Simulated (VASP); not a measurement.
Set up this calculation in VASP 6.6.1, as the native input.

| Item | Value |
| --- | --- |
| Task | single point |
| Functional | LDA |
| Potentials or basis | VASP PAW LDA potentials, release 64 (C) |
| Cutoff | 520 eV |
| k mesh | 12 × 12 × 4 |
| Occupations | gaussian, width 0.05 eV |
| Spin | no spin polarisation |
| Dipole correction | no |
| Further INCAR settings | ALGO = Normal; EDIFF = 1e-07; NBANDS = 26 |

The structure of C lies in POSCAR:

```
C
1.0
    2.4896249417      0.0000000000      0.0000000000
   -1.2448124708      2.1560784454      0.0000000000
    0.0000000000      0.0000000000      8.2142660865
C
8
Direct
    0.0000000000      0.0000000000      0.1002408971
    0.0000000000      0.0000000000      0.6002408971
    0.0000000000      0.0000000000      0.3997591029
    0.0000000000      0.0000000000      0.8997591029
    0.3333333333      0.6666666667      0.1498652280
    0.6666666667      0.3333333333      0.6498652280
    0.3333333333      0.6666666667      0.3501347720
    0.6666666667      0.3333333333      0.8501347720
```

This cell differs from its parent crystal: atoms displaced along a vibrational mode.

The input as run:

INCAR

```
PREC = Accurate ; ENCUT = 520
EDIFF = 1E-7 ; ISMEAR = 0
SIGMA = 0.05 ; LREAL = False
LASPH = True ; NELM = 60
ALGO = Normal ; ISIF = 2
LWAVE = False ; LCHARG = True
LELF = True ; LVHAR = True
NBANDS = 26
```

KPOINTS

```
Automatic mesh
0
Gamma
  12 12 4
```

Potentials or basis: VASP PAW LDA potentials, release 64 (C).

Launch:

```bash
$ cat potpaw_LDA.64/C/POTCAR > POTCAR
$ mpirun -np 1 vasp_std > vasp.out
```

It gave:

```yaml
Pressure: 6.2 GPa
Largest_force: 3.602 eV/Å
Band_gap_on_the_k_mesh: 2.23 eV
```

Caveat: the cell differs from its parent crystal (atoms displaced along a vibrational mode); the cell stands under pressure; forces of over 1 eV/Å act on the atoms, so gaps and moduli don't describe the material at rest.

Run time: 38 s on 1 thread of Intel(R) Xeon(R) Platinum 8488C (Sapphire Rapids), with other jobs on the host, peak memory 0.16 GiB.
